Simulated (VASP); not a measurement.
# YbN (zincblende type) (F-43m) in VASP: further runs, part 2 of 3

VASP 6.6.1. Earlier steps stand in the parts before.

### Step 4. Electric field gradients, PBE

This run uses another cell than the first one, of 17.37 Å³/atom.

INCAR

```
SYSTEM = YbN
PREC     = Accurate       ! precision mode
ENCUT    = 520            ! plane-wave cutoff, eV
EDIFF    = 1E-8           ! SCF threshold, eV
ISMEAR   = -1             ! smearing method
SIGMA    = 0.08           ! smearing width, eV
LREAL    = .FALSE.        ! projectors in reciprocal space
LASPH    = .TRUE.         ! aspherical terms in the spheres
NELM     = 60             ! most SCF steps
ALGO     = Normal         ! electronic algorithm
ISIF     = 2              ! what is computed and relaxed
LWAVE    = .FALSE.        ! write WAVECAR
LCHARG   = .FALSE.        ! write CHGCAR
GGA      = PE             ! functional
LEFG     = .TRUE.       
NBANDS   = 22             ! bands
```

KPOINTS

```
Automatic mesh
0
G
  11 11 11
  0 0 0
```

POSCAR

```
YbN
1.0
    0.0000000000      2.5898587453      2.5898587453
    2.5898587453      0.0000000000      2.5898587453
    2.5898587453      2.5898587453      0.0000000000
Yb N
1 1
Direct
    0.0000000000      0.0000000000      0.0000000000
    0.2500000000      0.2500000000      0.2500000000
```

Potentials or basis: VASP PAW PBE potentials, release 64 (Yb, N).

Launch:

```console
$ cat potpaw_PBE.64/Yb/POTCAR potpaw_PBE.64/N/POTCAR > POTCAR
$ mpirun -np 1 vasp_std > vasp.out
```

OUTCAR:

```text
SYSTEM = YbN
   PREC = Accurate
   ENCUT = 520
   EDIFF = 1E-8
   ISMEAR = -1
   LREAL = .FALSE.
   LASPH = .TRUE.
   NELM = 60
   ISIF = 2
   GGA = PE

 ion  position               nearest neighbor table
   1  0.000  0.000  0.000-   2 2.24   2 2.24   2 2.24   2 2.24
   2  0.250  0.250  0.250-   1 2.24   1 2.24   1 2.24   1 2.24

  LATTYP: Found a face centered cubic cell.
 ALAT       =     5.1797174906

  Lattice vectors:

 A1 = (   0.0000000000,   2.5898587453,   2.5898587453)
 A2 = (   2.5898587453,   0.0000000000,   2.5898587453)
 A3 = (   2.5898587453,   2.5898587453,   0.0000000000)

Analysis of symmetry for initial positions (statically):
=====================================================================
 Subroutine PRICEL returns:
 Original cell was already a primitive cell.

 Routine SETGRP: Setting up the symmetry group for a
 face centered cubic supercell.

 Subroutine GETGRP returns: Found 24 space group operations
 (whereof 24 operations were pure point group operations)
 out of a pool of 48 trial point group operations.

The static configuration has the point symmetry T_d .

Analysis of symmetry for dynamics (positions and initial velocities):
=====================================================================
 Subroutine PRICEL returns:
 Original cell was already a primitive cell.

 Routine SETGRP: Setting up the symmetry group for a
 face centered cubic supercell.

 Subroutine GETGRP returns: Found 24 space group operations
 (whereof 24 operations were pure point group operations)
 out of a pool of 48 trial point group operations.

The dynamic configuration has the point symmetry T_d .

 Subroutine INISYM returns: Found 24 space group operations
 (whereof 24 operations are pure point group operations),
 and found     1 'primitive' translations

----------------------------------------------------------------------------------------

                                     Primitive cell

  volume of cell :      34.7423

  direct lattice vectors                    reciprocal lattice vectors
     0.000000000  2.589858745  2.589858745    -0.193060722  0.193060722  0.193060722
     2.589858745  0.000000000  2.589858745     0.193060722 -0.193060722  0.193060722
     2.589858745  2.589858745  0.000000000     0.193060722  0.193060722 -0.193060722

  length of vectors
     3.662613362  3.662613362  3.662613362     0.334390980  0.334390980  0.334390980

  position of ions in fractional coordinates (direct lattice)
     0.000000000  0.000000000  0.000000000
     0.250000000  0.250000000  0.250000000

  ion indices of the primitive-cell ions
   primitive index   ion index
                 1           1
                 2           2

----------------------------------------------------------------------------------------

 KPOINTS: Automatic mesh

Automatic generation of k-mesh.
 Grid dimensions read from file:
 generate k-points for:   11   11   11

 Generating k-lattice:

[... 61 lines left out ...]
   EDIFF  = 0.1E-07   stopping-criterion for ELM
   LREAL  =      F    real-space projection
   EDIFFG = 0.1E-06   stopping-criterion for IOM
   NSW    =      0    number of steps for IOM
   IBRION =     -1    ionic relax: 0-MD 1-quasi-New 2-CG
   NFREE  =      0    steps in history (QN), initial steepest desc. (CG)
   ISIF   =      2    stress and relaxation
   ISYM   =      2    0-nonsym 1-usesym 2-fastsym
   POTIM  = 0.5000    time-step for ionic-motion
   TEBEG  =    0.0;   TEEND  =   0.0 temperature during run
   PSTRESS=    0.0 pullay stress
   NELECT =      29.0000    total number of electrons
   NUPDOWN=      -1.0000    fix difference up-down
   EMIN   =  10.00;   EMAX   =-10.00  energy-range for DOS
   EFERMI =   0.00;   METHOD = LEGACY
   ISMEAR =    -1;   SIGMA  =   0.08  broadening in eV -4-tet -1-fermi 0-gaus
   EFERMI_NEDOS =   21; number of points for ismear=-14 and -15
   IALGO  =     38    algorithm
   IMIX   =      4    mixing-type and parameters
     AMIX     =   0.40;   BMIX     =  1.00
     AMIX_MAG =   1.60;   BMIX_MAG =  1.00
  volume/ion in A,a.u.               =      17.37       117.23
  Fermi-wavevector in a.u.,A,eV,Ry     =   1.541422  2.912864 32.327175  2.375980
  Thomas-Fermi vector in A             =   2.647370
   LORBIT       =      0    0 simple, 1 ext, 2 COOP (PROOUT), +10 PAW based schemes
   GGA     = PE    functional components
   LHFCALC =     F    Hartree Fock is set to
   AEXX    =    0.0000 exact exchange contribution
   IVDW    =     0    specifies the selected vdW correction
   LEPSILON=     F    determine dielectric tensor
   LRPA    =     F    only Hartree local field effects (RPA)
 non-spin polarized calculation
  energy-cutoff  :      520.00
  volume of cell :       34.74
 maximum number of plane-waves:       950
   NGX = 13   NGY = 13   NGZ = 13

 number of electron      29.0000012 magnetization

 Free energy of the ion-electron system (eV)
  ---------------------------------------------------
  ext. energy  EPLUGINS =         0.00000000
  ---------------------------------------------------
  free energy    TOTEN  =       -13.65261156 eV

  energy without entropy =      -13.51736359  energy(sigma->0) =      -13.58498758

 E-fermi :   1.3601     XC(G=0): -10.6808

 val. band max:        1.3329012106   @ k =  -0.4545   0.2727   0.0000
 cond. band min:       1.3724319003   @ k =  -0.2727   0.3636   0.0909
 fundamental gap:      0.0395306897
 Fermi energy:         1.3601483313

 k-point     1 :       0.0000    0.0000    0.0000
  band No.  band energies     occupation
      1     -49.3113      2.00000
      2     -21.2669      2.00000
      3     -21.2669      2.00000
      4     -21.2669      2.00000
      5     -11.3138      2.00000
      6      -0.5943      2.00000
[... 589 lines left out ...]
     21      12.0067      0.00000
     22      13.0638      0.00000

 [... further k-points ...]
[... 5 lines left out ...]
  --------------------------------------------------------------------------------------
  -------------------------------------------------------------------------------------
  Total        0.1103727      0.1103727      0.1103727      0.0000000      0.0000000     -0.0000000
  in kB        5.0899573      5.0899573      5.0899573      0.0000000      0.0000000     -0.0000000
  external PRESSURE =       5.0899573 kB  Pullay stress =       0.0000000 kB

 VOLUME and BASIS-vectors are now :
 -----------------------------------------------------------------------------
  energy-cutoff  :      520.00
  volume of cell :       34.74
      direct lattice vectors                 reciprocal lattice vectors
     0.000000000  2.589858745  2.589858745    -0.193060722  0.193060722  0.193060722
     2.589858745  0.000000000  2.589858745     0.193060722 -0.193060722  0.193060722
     2.589858745  2.589858745  0.000000000     0.193060722  0.193060722 -0.193060722

 POSITION                                       TOTAL-FORCE (eV/Angst)
 -----------------------------------------------------------------------------------
      0.00000      0.00000      0.00000        -0.000000     -0.000000     -0.000000
      1.29493      1.29493      1.29493         0.000000      0.000000      0.000000
 -----------------------------------------------------------------------------------
    total drift:                               -0.000000     -0.000000     -0.000000

  FREE ENERGIE OF THE ION-ELECTRON SYSTEM (eV)
  ---------------------------------------------------
  free  energy   TOTEN  =       -13.6526115578 eV

  energy  without entropy=      -13.5173635924  energy(sigma->0) =      -13.58498758

 Electric field gradients (V/A^2)
---------------------------------------------------------------------
 ion       V_xx      V_yy      V_zz      V_xy      V_xz      V_yz
---------------------------------------------------------------------
   1      -0.000     0.000    -0.000     0.003     0.003     0.003
   2       0.000    -0.000    -0.000     0.000     0.000     0.000
---------------------------------------------------------------------

 Electric field gradients after diagonalization (V/A^2)
 (convention: |V_zz| > |V_xx| > |V_yy|)
----------------------------------------------------------------------
 ion       V_xx      V_yy      V_zz     asymmetry (V_yy - V_xx)/ V_zz
----------------------------------------------------------------------
   1      -0.003    -0.003     0.007       0.000
   2      -0.000    -0.000     0.001       0.000
----------------------------------------------------------------------

           NMR quadrupolar parameters

 Cq : quadrupolar parameter    Cq=e*Q*V_zz/h
 eta: asymmetry parameters     (V_yy - V_xx)/ V_zz
 Q  : nuclear electric quadrupole moment in mb (millibarn)
----------------------------------------------------------------------
 ion       Cq(MHz)       eta       Q (mb)
----------------------------------------------------------------------
   1       0.000       0.000       1.000
   2       0.000       0.000       1.000
----------------------------------------------------------------------
```

It took 99 s on 1 thread of Intel Xeon Platinum 8488C (Sapphire Rapids), shared host; peak memory 0.2 GiB.

Results:

* Free energy: -13.6526 eV
* Pressure: 0.5 GPa
* Band gap on the k mesh: zero (an odd number of electrons rules out a gap without spin polarisation)
* Largest electric field gradient by atom: under 0.05 V/Å² on every atom

Caveat: spin-orbit coupling is left out, which moves the levels of the heavy elements; an odd number of electrons without spin polarisation forces a metal; a magnetic or distorted state may lie lower.

### Step 5. Electric field gradients, PBE (17.72 Å³/atom)

This run uses another cell than the first one, of 17.72 Å³/atom.

INCAR

```
SYSTEM = YbN
PREC = Accurate
ENCUT = 520
EDIFF = 1E-8
ISMEAR = -1
SIGMA = 0.08
LREAL = .FALSE.
LASPH = .TRUE.
NELM = 80
ALGO = Normal
ISIF = 2
LWAVE = .FALSE.
LCHARG = .FALSE.
GGA = PE
LEFG = .TRUE.
NBANDS = 22
```

KPOINTS is that of step 4.

POSCAR

```
YbN
1.0
    0.0000000000      2.6070106275      2.6070106275
    2.6070106275      0.0000000000      2.6070106275
    2.6070106275      2.6070106275      0.0000000000
Yb N
1 1
Direct
    0.0000000000      0.0000000000      0.0000000000
    0.2500000000      0.2500000000      0.2500000000
```

Potentials or basis: VASP PAW PBE potentials, release 64 (Yb, N).

Launch:

```console
$ cat potpaw_PBE.64/Yb/POTCAR potpaw_PBE.64/N/POTCAR > POTCAR
$ mpirun -np 1 vasp_std > vasp.out
```

OUTCAR:

```text
SYSTEM = YbN
   PREC = Accurate
   ENCUT = 520
   EDIFF = 1E-8
   ISMEAR = -1
   LREAL = .FALSE.
   LASPH = .TRUE.
   NELM = 80
   ISIF = 2
   GGA = PE

 ion  position               nearest neighbor table
   1  0.000  0.000  0.000-   2 2.26   2 2.26   2 2.26   2 2.26
   2  0.250  0.250  0.250-   1 2.26   1 2.26   1 2.26   1 2.26

  LATTYP: Found a face centered cubic cell.
 ALAT       =     5.2140212550

  Lattice vectors:

 A1 = (   0.0000000000,   2.6070106275,   2.6070106275)
 A2 = (   2.6070106275,   0.0000000000,   2.6070106275)
 A3 = (   2.6070106275,   2.6070106275,   0.0000000000)

Analysis of symmetry for initial positions (statically):
=====================================================================
 Subroutine PRICEL returns:
 Original cell was already a primitive cell.

 Routine SETGRP: Setting up the symmetry group for a
 face centered cubic supercell.

 Subroutine GETGRP returns: Found 24 space group operations
[... 786 lines left out ...]
  volume of cell :       35.44
      direct lattice vectors                 reciprocal lattice vectors
     0.000000000  2.607010627  2.607010627    -0.191790549  0.191790549  0.191790549
     2.607010627  0.000000000  2.607010627     0.191790549 -0.191790549  0.191790549
     2.607010627  2.607010627  0.000000000     0.191790549  0.191790549 -0.191790549

 POSITION                                       TOTAL-FORCE (eV/Angst)
 -----------------------------------------------------------------------------------
      0.00000      0.00000      0.00000        -0.000000      0.000000      0.000000
      1.30351      1.30351      1.30351         0.000000     -0.000000     -0.000000
 -----------------------------------------------------------------------------------
    total drift:                               -0.000000     -0.000000     -0.000000

  FREE ENERGIE OF THE ION-ELECTRON SYSTEM (eV)
  ---------------------------------------------------
  free  energy   TOTEN  =       -13.6513646224 eV

  energy  without entropy=      -13.5135282278  energy(sigma->0) =      -13.58244643

 Electric field gradients (V/A^2)
---------------------------------------------------------------------
 ion       V_xx      V_yy      V_zz      V_xy      V_xz      V_yz
---------------------------------------------------------------------
   1       0.000    -0.000    -0.000     0.003     0.003     0.003
   2       0.000    -0.000    -0.000     0.001     0.001     0.001
---------------------------------------------------------------------

 Electric field gradients after diagonalization (V/A^2)
 (convention: |V_zz| > |V_xx| > |V_yy|)
----------------------------------------------------------------------
 ion       V_xx      V_yy      V_zz     asymmetry (V_yy - V_xx)/ V_zz
----------------------------------------------------------------------
   1      -0.003    -0.003     0.006       0.000
   2      -0.001    -0.001     0.001       0.000
----------------------------------------------------------------------

           NMR quadrupolar parameters

 Cq : quadrupolar parameter    Cq=e*Q*V_zz/h
 eta: asymmetry parameters     (V_yy - V_xx)/ V_zz
 Q  : nuclear electric quadrupole moment in mb (millibarn)
----------------------------------------------------------------------
 ion       Cq(MHz)       eta       Q (mb)
----------------------------------------------------------------------
   1       0.000       0.000       1.000
   2       0.000       0.000       1.000
----------------------------------------------------------------------
```

OSZICAR:

```text
N       E                     dE             d eps       ncg     rms          rms(c)
DAV:   1     0.172723602396E+03    0.17272E+03   -0.10303E+04  3432   0.887E+03
DAV:   2     0.766979953011E+01   -0.16505E+03   -0.15212E+03  3312   0.843E+02
DAV:   3    -0.144961956425E+02   -0.22166E+02   -0.21547E+02  3374   0.145E+02
[... 22 lines left out ...]
DAV:  26    -0.136513642667E+02   -0.40354E-06   -0.47300E-06  4648   0.377E-02    0.344E-02
DAV:  27    -0.136513645856E+02   -0.31887E-06   -0.11554E-06  4456   0.337E-02    0.172E-02
DAV:  28    -0.136513646028E+02   -0.17206E-07   -0.15444E-07  4466   0.167E-02    0.103E-02
DAV:  29    -0.136513646177E+02   -0.14876E-07   -0.67809E-09  2222   0.434E-03    0.742E-03
DAV:  30    -0.136513646224E+02   -0.46912E-08   -0.67072E-08  3080   0.180E-03
   1 F= -.13651365E+02 E0= -.13582446E+02  d E =-.137836E+00
```

It took 2 min on 1 thread of Intel Xeon Platinum 8488C (Sapphire Rapids), shared host; peak memory 0.2 GiB.

What came out:

```yaml
Free_energy: -13.6514 eV
Pressure: -1.4 GPa
Band_gap_on_the_k_mesh: zero (an odd number of electrons rules out a gap without spin polarisation)
Largest_electric_field_gradient_by_atom: under 0.05 V/Å² on every atom
```

Caveat: spin-orbit coupling is left out, which moves the levels of the heavy elements; an odd number of electrons without spin polarisation forces a metal; a magnetic or distorted state may lie lower.

[end of part 2 of 3]

The gap in the log of VASP goes by the Fermi energy; the results here count the filled bands.